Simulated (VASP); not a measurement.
# CuO (C2/c) in VASP: further runs

The runs below take CuO through relaxation of cell and atoms, single point, with RPBE, revPBE, RPBE+D4.

All numbers are computed with VASP 6.6.1; they aren't measurements. Logs are shortened: lines on timing, memory, paths and dates and some standing lists are left out, and cuts for length are marked.

## (1) The cell of the first run

The structure is monoclinic, space group C2/c (No. 15). Conventional cell: a = 4.684 Å, b = 3.423 Å, c = 5.129 Å, α = 90.00°, β = 99.54°, γ = 90.00°. Within 2.6 Å of Cu (site symmetry -1) lie 4 O at 1.95 to 1.96 Å. O (site symmetry 2) has 6 Cu at 1.95 to 2.78 Å and 6 O at 2.62 to 2.90 Å within 3.0 Å.

## (2) Relaxation of cell and atoms, RPBE

INCAR reads:

```
SYSTEM = CuO
  PREC = Accurate
  ENCUT = 600
  EDIFF = 1E-7
  ISMEAR = -1
  SIGMA = 0.05
  LREAL = .FALSE.
  LASPH = .TRUE.
  NELM = 80
  ALGO = Normal
  ISIF = 3
  LWAVE = .FALSE.
  LCHARG = .FALSE.
  GGA = RP
  IBRION = 2
  NSW = 60
  EDIFFG = -0.01
```

KPOINTS reads:

```
Automatic mesh
0
G
  10 10 5
  0 0 0
```

POSCAR reads:

```
CuO
1.0
    2.3418500000     -1.7113000000      0.0000000000
    2.3418500000      1.7113000000      0.0000000000
   -0.8500274268      0.0000000000      5.0578693947
Cu O
2 2
Direct
    0.5000000000      0.0000000000      0.5000000000
    0.0000000000      0.5000000000      0.0000000000
    0.4184000000      0.5816000000      0.7500000000
    0.5816000000      0.4184000000      0.2500000000
```

Potentials or basis: VASP PAW PBE potentials, release 64 (Cu, O).

On the command line:

```bash
$ cat potpaw_PBE.64/Cu/POTCAR potpaw_PBE.64/O/POTCAR > POTCAR
$ mpirun -np 1 vasp_std > vasp.out
```

OUTCAR:

```text
SYSTEM = CuO
   PREC = Accurate
   ENCUT = 600
   EDIFF = 1E-7
   ISMEAR = -1
   LREAL = .FALSE.
   LASPH = .TRUE.
   NELM = 80
   ISIF = 3
   GGA = RP
   IBRION = 2
   NSW = 60
   EDIFFG = -0.01

 ion  position               nearest neighbor table
   1  0.500  0.000  0.500-   3 1.95   4 1.95   4 1.96   3 1.96
   2  0.000  0.500  0.000-   4 1.95   3 1.95   4 1.96   3 1.96
   3  0.418  0.582  0.750-   2 1.95   1 1.95   2 1.96   1 1.96
   4  0.582  0.418  0.250-   1 1.95   2 1.95   2 1.96   1 1.96

  LATTYP: Found a base centered monoclinic cell.
 ALAT       =     4.6837000000
 B/A-ratio  =     0.7307470589
 C/A-ratio  =     1.0950317057
 COS(beta)  =    -0.1657361228

  Lattice vectors:

 A1 = (   2.3418500000,  -1.7113000000,   0.0000000000)
 A2 = (   2.3418500000,   1.7113000000,   0.0000000000)
 A3 = (  -0.8500274268,   0.0000000000,   5.0578693947)

Analysis of symmetry for initial positions (statically):
=====================================================================
 Subroutine PRICEL returns:
 Original cell was already a primitive cell.

 Routine SETGRP: Setting up the symmetry group for a
 base centered monoclinic supercell.

 Subroutine GETGRP returns: Found  4 space group operations
 (whereof  2 operations were pure point group operations)
 out of a pool of  4 trial point group operations.

The static configuration has the point symmetry S_2 .
 The point group associated with its full space group is C_2h.

Analysis of symmetry for dynamics (positions and initial velocities):
=====================================================================
 Subroutine PRICEL returns:
 Original cell was already a primitive cell.

 Routine SETGRP: Setting up the symmetry group for a
 base centered monoclinic supercell.

 Subroutine GETGRP returns: Found  4 space group operations
 (whereof  2 operations were pure point group operations)
 out of a pool of  4 trial point group operations.

The dynamic configuration has the point symmetry S_2 .
 The point group associated with its full space group is C_2h.

 Subroutine INISYM returns: Found  4 space group operations
 (whereof  2 operations are pure point group operations),
 and found     1 'primitive' translations

----------------------------------------------------------------------------------------

                                     Primitive cell

  volume of cell :      40.5399

  direct lattice vectors                    reciprocal lattice vectors
     2.341850000 -1.711300000  0.000000000     0.213506416 -0.292175539  0.035881968
     2.341850000  1.711300000  0.000000000     0.213506416  0.292175539  0.035881968
[... 106 lines left out ...]
   IALGO  =     38    algorithm
   IMIX   =      4    mixing-type and parameters
     AMIX     =   0.40;   BMIX     =  1.00
     AMIX_MAG =   1.60;   BMIX_MAG =  1.00
  volume/ion in A,a.u.               =      10.13        68.39
  Fermi-wavevector in a.u.,A,eV,Ry     =   1.543856  2.917465 32.429379  2.383492
  Thomas-Fermi vector in A             =   2.649460
   LORBIT       =      0    0 simple, 1 ext, 2 COOP (PROOUT), +10 PAW based schemes
   GGA     = RP    functional components
   LHFCALC =     F    Hartree Fock is set to
   AEXX    =    0.0000 exact exchange contribution
   IVDW    =     0    specifies the selected vdW correction
   LEPSILON=     F    determine dielectric tensor
   LRPA    =     F    only Hartree local field effects (RPA)
 conjugate gradient relaxation of ions
 non-spin polarized calculation
  energy-cutoff  :      600.00
  volume of cell :       40.54
 maximum number of plane-waves:      1364
   NGX = 11   NGY = 11   NGZ = 21

--------------------------------------- Ionic step        1  -------------------------------------------

 number of electron      33.9999983 magnetization

 Free energy of the ion-electron system (eV)
  ---------------------------------------------------
  ext. energy  EPLUGINS =         0.00000000
  ---------------------------------------------------
  free energy    TOTEN  =       -17.74833205 eV

  energy without entropy =      -17.72901041  energy(sigma->0) =      -17.73867123

------------------------ aborting loop because EDIFF is reached ----------------------------------------

  FORCE on cell =-STRESS in cart. coord.  units (eV):
  Direction    XX          YY          ZZ          XY          YZ          ZX
  --------------------------------------------------------------------------------------
  -------------------------------------------------------------------------------------
  Total        3.0444229      2.9924373      2.9936929      0.0000000      0.0000000     -0.4259854
  in kB      120.3185902    118.2640659    118.3136884      0.0000000      0.0000000    -16.8353610
  external PRESSURE =     118.9654482 kB  Pullay stress =       0.0000000 kB
[... 95 lines left out ...]
  FREE ENERGIE OF THE ION-ELECTRON SYSTEM (eV)
  ---------------------------------------------------
  free  energy   TOTEN  =       -17.8541080045 eV

  energy  without entropy=      -17.8340024026  energy(sigma->0) =      -17.84405520

 E-fermi :   4.3359     XC(G=0): -10.7629

 val. band max:        4.3310623817   @ k =  -0.2000   0.0000   0.2000
 cond. band min:       4.3437525397   @ k =  -0.4000   0.0000   0.2000
 fundamental gap:      0.0126901580
 Fermi energy:         4.3358847311

 k-point     1 :       0.0000    0.0000    0.0000
  band No.  band energies     occupation
      1     -15.0273      2.00000
      2     -13.8082      2.00000
      3      -3.0826      2.00000
      4      -0.7887      2.00000
      5      -0.6137      2.00000
      6       1.0111      2.00000
[... 565 lines left out ...]
     20      10.2944      0.00000
     21      12.8784      0.00000

 [... further k-points ...]

[... ionic steps 4 to 24 ...]

--------------------------------------- Ionic step       25  -------------------------------------------

 number of electron      34.0000042 magnetization

------------------------ aborting loop because EDIFF is reached ----------------------------------------
[... 71 lines left out ...]
--------------------------------------- Ionic step       27  -------------------------------------------

 number of electron      34.0000034 magnetization

 Free energy of the ion-electron system (eV)
  ---------------------------------------------------
  ext. energy  EPLUGINS =         0.00000000
  ---------------------------------------------------
  free energy    TOTEN  =       -18.03503340 eV

  energy without entropy =      -18.01403682  energy(sigma->0) =      -18.02453511

 E-fermi :   4.4884     XC(G=0): -10.8287

 val. band max:        4.4818650486   @ k =   0.1000   0.1000   0.4000
 cond. band min:       4.4986693122   @ k =   0.3000   0.1000   0.0000
 fundamental gap:      0.0168042636
 Fermi energy:         4.4884328351

 k-point     1 :       0.0000    0.0000    0.0000
  band No.  band energies     occupation
      1     -14.9769      2.00000
      2     -13.7956      2.00000
      3      -3.1077      2.00000
      4      -0.6509      2.00000
      5      -0.5248      2.00000
      6       1.0590      2.00000
[... 598 lines left out ...]
  FREE ENERGIE OF THE ION-ELECTRON SYSTEM (eV)
  ---------------------------------------------------
  free  energy   TOTEN  =       -18.0350334021 eV

  energy  without entropy=      -18.0140368180  energy(sigma->0) =      -18.02453511

 reached required accuracy - stopping structural energy minimisation
```

Wall time 17 min (1 thread of Intel Xeon 6975P-C (Granite Rapids), shared host); peak memory 0.29 GiB.

What came out:

```yaml
Free_energy: -18.0350 eV
Relaxed_volume: 11.60 Å³/atom
Relaxed_cell: a = 2.987 Å, b = 2.987 Å, c = 5.213 Å, α = 90.49°, β = 90.49°, γ = 86.32°
Space_group_after_relaxing_to_0.1_Å: Cccm (No. 66)
Energy_gained_by_relaxing: 71.7 meV/atom
Ionic_steps: 27
Pressure_after_relaxing: -0.1 GPa
Largest_force_after_relaxing: 0.008 eV/Å
Band_gap_on_the_k_mesh: zero (bands 17 and 18 overlap by 0.84 eV)
```

Forces on the atoms (eV/Å):
```
Cu   0.000  0.000  0.000
Cu   0.000  0.000  0.000
O    0.000 -0.008  0.000
O    0.000  0.008  0.000
```

Stress tensor (GPa, compression positive):
```
-0.09  0.00  0.04
 0.00  0.01  0.00
 0.04  0.00 -0.12
```

The path:
```
step  energy change (eV)  largest force (eV/Å)  pressure (GPa)  volume (Å³)
   1              0.0000                0.1478           11.90        40.54
   2             -0.0820                0.3916           -4.74        45.12
   3             -0.1058                0.3132           -0.09        43.53
   4             -0.1233                0.2711           -0.09        43.75
   5             -0.1593                0.1285            0.29        44.39
   6             -0.1429                0.2180            1.32        45.55
   7             -0.1680                0.0044            0.67        44.84
   8             -0.1838                0.0150            0.07        45.23
   9             -0.2195                0.0546           -1.64        46.37
  10             -0.2332                0.0571           -5.13        48.45
  11             -0.2370                0.0588           -3.28        47.41
  12             -0.2579                0.0440           -1.89        46.99
  13             -0.2734                0.0335            0.06        46.39
  14             -0.2603                0.0472            4.26        45.10
  15             -0.2757                0.0300            1.36        46.01
  16             -0.2807                0.0455            0.39        46.25
  17             -0.2814                0.0512           -0.15        46.39
  18             -0.2814                0.0506           -0.12        46.38
  19             -0.2820                0.0443            0.00        46.34
  20             -0.2833                0.0245            0.32        46.22
  21             -0.2830                0.0144            0.92        45.97
  22             -0.2836                0.0081            0.53        46.11
  23             -0.2841                0.0073            0.37        46.17
  24             -0.2850                0.0043           -0.19        46.36
  25             -0.2851                0.0033           -0.42        46.45
  26             -0.2857                0.0043           -0.36        46.44
  27             -0.2867                0.0083           -0.07        46.40
```

Final structure:
```yaml
crystal:
  lattice:
    - [2.17255, -2.04297, 0.15976]
    - [2.17255, 2.04297, 0.15976]
    - [-0.44279, 0.00000, 5.19434]
  atoms:
    - { symbol: Cu, position: [0.50000, 0.00000, 0.50000] }
    - { symbol: Cu, position: [0.00000, 0.50000, 0.00000] }
    - { symbol: O, position: [0.49652, 0.50348, 0.75000] }
    - { symbol: O, position: [0.50348, 0.49652, 0.25000] }
```

Caveat: the PAW data sets were made with another functional, which shifts forces and pressure a little; semilocal functionals often make such compounds metallic where correlation or magnetic order opens a gap, which also shifts bond lengths.

## (3) Relaxation of cell and atoms, revPBE

INCAR reads:

```
SYSTEM = CuO
  PREC = Accurate
  ENCUT = 600
  EDIFF = 1E-6
  ISMEAR = -1
  SIGMA = 0.05
  LREAL = .FALSE.
  LASPH = .TRUE.
  NELM = 100
  ALGO = Normal
  ISIF = 3
  LWAVE = .FALSE.
  LCHARG = .FALSE.
  GGA = RE
  IBRION = 2
  NSW = 60
  EDIFFG = -0.01
```

KPOINTS reads:

```
regular mesh
0
G
  10 10 5
  0 0 0
```

POSCAR is that of step 2.

Potentials or basis: VASP PAW PBE potentials, release 64 (Cu, O).

On the command line:

```bash
$ cat potpaw_PBE.64/Cu/POTCAR potpaw_PBE.64/O/POTCAR > POTCAR
$ mpirun -np 1 vasp_std > vasp.out
```

Run time: 17 min. Hardware: 1 thread of Intel Xeon 6975P-C (Granite Rapids), shared host; peak memory 0.28 GiB.

The run converged. Its results:

- Free energy: -18.2844 eV
- Relaxed volume: 11.48 Å³/atom
- Relaxed cell: a = 2.974 Å, b = 2.974 Å, c = 5.201 Å, α = 90.55°, β = 90.55°, γ = 86.18°
- Space group after relaxing (to 0.1 Å): Cccm (No. 66)
- Energy gained by relaxing: 63.8 meV/atom
- Ionic steps: 31
- Pressure after relaxing: 0.0 GPa
- Largest force after relaxing: 0.008 eV/Å
- Band gap on the k mesh: zero (bands 17 and 18 overlap by 0.85 eV)

Forces in eV/Å, atoms in the order of the input:
```
Cu   0.000  0.000  0.000
Cu   0.000  0.000  0.000
O    0.000 -0.008  0.000
O    0.000  0.008  0.000
```

Stress tensor (GPa, compression positive):
```
-0.08  0.00  0.06
 0.00  0.12  0.00
 0.06  0.00 -0.11
```

Step by step:
```csv
step,energy change (eV),largest force (eV/Å),pressure (GPa),volume (Å³)
1,0.0000,0.1668,10.40,40.54
2,-0.0629,0.3743,-4.44,44.52
3,-0.0815,0.3060,-0.14,43.15
4,-0.0979,0.2631,-0.16,43.35
5,-0.1313,0.1134,0.14,43.94
6,-0.1150,0.2499,1.52,45.02
7,-0.1392,0.0191,0.70,44.34
8,-0.1538,0.0013,0.20,44.71
9,-0.1873,0.0484,-1.53,45.79
10,-0.2048,0.0692,-4.78,47.76
11,-0.2062,0.0632,-3.32,46.91
12,-0.2251,0.0509,-2.07,46.56
13,-0.2413,0.0430,-0.14,46.01
14,-0.2302,0.0604,3.99,44.80
15,-0.2441,0.0418,1.28,45.61
16,-0.2491,0.0502,0.37,45.83
17,-0.2500,0.0543,-0.15,45.97
18,-0.2508,0.0455,0.02,45.92
19,-0.2520,0.0181,0.28,45.77
20,-0.2507,0.0358,1.14,45.46
21,-0.2522,0.0051,0.49,45.69
22,-0.2528,0.0061,0.22,45.77
23,-0.2533,0.0060,-0.09,45.86
24,-0.2535,0.0039,-0.58,46.05
25,-0.2539,0.0052,-0.61,46.05
26,-0.2547,0.0070,-0.44,46.05
27,-0.2550,0.0151,-0.29,46.03
28,-0.2551,0.0118,-0.32,46.03
29,-0.2554,0.0093,-0.03,45.95
30,-0.2554,0.0106,-0.03,45.94
31,-0.2554,0.0083,-0.02,45.91
```

Final structure:
```
Cu O
1.0
     2.16631   -2.03198    0.15750
     2.16631    2.03198    0.15750
    -0.44527    0.00000    5.18199
Cu O
2 2
Direct
  0.50000 0.00000 0.50000
  0.00000 0.50000 0.00000
  0.49603 0.50397 0.75000
  0.50397 0.49603 0.25000
```

Levels at points of the mesh, in eV from the Fermi level:
| k point | band 14 | band 15 | band 16 | band 17 | band 18 | band 19 | band 20 | band 21 |
| --- | --- | --- | --- | --- | --- | --- | --- | --- |
| (0.00, 0.00, 0.00) | -2.25 | -2.18 | -1.80 | 0.59 | 0.74 | 1.38 | 6.15 | 7.21 |
| (0.50, 0.00, 0.00) | -1.78 | -1.50 | -1.42 | 0.23 | 0.47 | 3.90 | 5.84 | 6.33 |
| (0.50, 0.50, 0.00) | -2.23 | -1.57 | -1.17 | -1.12 | 1.10 | 2.40 | 7.30 | 9.17 |

Caveat: the PAW data sets were made with another functional, which shifts forces and pressure a little; semilocal functionals often make such compounds metallic where correlation or magnetic order opens a gap, which also shifts bond lengths. With open d or f shells a metallic result of revPBE can be an artefact of self-interaction; +U or a hybrid may open a gap.

## (4) Single point, RPBE+D4

This run uses another cell than the first one, of 9.53 Å³/atom.

INCAR reads:

```
SYSTEM = CuO
  PREC = Accurate
  ENCUT = 820
  EDIFF = 1E-6
  ISMEAR = -1
  SIGMA = 0.05
  LREAL = .False.
  LASPH = .True.
  NELM = 120
  ALGO = Normal
  ISIF = 2
  LWAVE = .False.
  LCHARG = .True.
  GGA = RP
  IVDW = 13
  LELF = .True.
  LVHAR = .True.
  NBANDS = 33
  GGA_COMPAT = .False.
```

KPOINTS reads:

```
regular mesh
0
Gamma
  10 10 5
  0 0 0
```

POSCAR reads:

```
CuO
1.0
    2.2940437287     -1.6763657078      0.0000000000
    2.2940437287      1.6763657078      0.0000000000
   -0.8326750593      0.0000000000      4.9546185987
Cu O
2 2
Direct
    0.5000000000      0.0000000000      0.5000000000
    0.0000000000      0.5000000000      0.0000000000
    0.4184000000      0.5816000000      0.7500000000
    0.5816000000      0.4184000000      0.2500000000
```

Potentials or basis: VASP PAW PBE potentials, release 64 (Cu_sv_GW, O).

On the command line:

```bash
$ cat potpaw_PBE.64/Cu_sv_GW/POTCAR potpaw_PBE.64/O/POTCAR > POTCAR
$ mpirun -np 1 vasp_std > vasp.out
```

It took 6.1 min on 1 thread of Intel Xeon Platinum 8488C (Sapphire Rapids), shared host; peak memory 0.44 GiB.

It converged, with:

```
Free energy                : -20.5274 eV
Pressure                   : 13.5 GPa
Largest force              : 0.029 eV/Å
Band gap on the k mesh     : zero (bands 25 and 26 overlap by 0.59 eV)
Dispersion energy per atom : -0.725 eV
```

Forces in eV/Å, atoms in the order of the input:
```
Cu   0.000  0.000  0.000
Cu   0.000  0.000  0.000
O    0.000  0.029  0.000
O    0.000 -0.029  0.000
```

Stress tensor (GPa, compression positive):
```
14.16  0.00 -3.44
 0.00 10.69  0.00
-3.44  0.00 15.77
```

Levels at points of the mesh, in eV from the Fermi level:
```tsv
k point	band 23	band 24	band 25	band 26	band 27	band 28
(0.00, 0.00, 0.00)	-2.37	-1.81	0.20	1.00	1.94	6.09
(0.50, 0.00, 0.00)	-1.69	-1.55	0.01	0.24	4.85	6.57
(0.50, 0.50, 0.00)	-1.71	-1.34	-0.73	1.14	3.16	7.37
```

Caveat: the stress differs along the axes, from 11 to 16 GPa; the PAW data sets were made with another functional, which shifts forces and pressure a little; semilocal functionals often make such compounds metallic where correlation or magnetic order opens a gap, which also shifts bond lengths. With open d or f shells a metallic result of RPBE can be an artefact of self-interaction; +U or a hybrid may open a gap.

## (5) The runs side by side

```csv
task,level,potentials or basis,cell,cutoff (eV),gap on the mesh (eV),pressure (GPa),relaxed volume (Å³/atom),largest force (eV/Å)
relaxation of cell and atoms,RPBE,"VASP PAW PBE potentials, release 64 (Cu, O)","relaxed from a = 2.900, b = 2.900, c = 5.129 Å, angles 97.7, 97.7, 72.3°, 4 atoms",600,none,-0.1,11.60,0.01
relaxation of cell and atoms,revPBE,"VASP PAW PBE potentials, release 64 (Cu, O)","relaxed from a = 2.900, b = 2.900, c = 5.129 Å, angles 97.7, 97.7, 72.3°, 4 atoms",600,none,0.0,11.48,0.01
single point,RPBE+D4,"VASP PAW PBE potentials, release 64 (Cu_sv_GW, O)","a = 2.841, b = 2.841, c = 5.024 Å, angles 97.7, 97.7, 72.3°, 4 atoms",820,none,13.5,-,0.03
```

Alike in all rows: no spin polarisation; k mesh 10 × 10 × 5; smearing fermi-dirac 0.05 eV.

Caveats: the PAW data sets were made with another functional, which shifts forces and pressure a little; semilocal functionals often make such compounds metallic where correlation or magnetic order opens a gap, which also shifts bond lengths; the stress differs along the axes, from 11 to 16 GPa (at least some runs).

Absolute energies hang on the potentials; compare differences alone.

The gap in the log of VASP goes by the Fermi energy; the results here count the filled bands.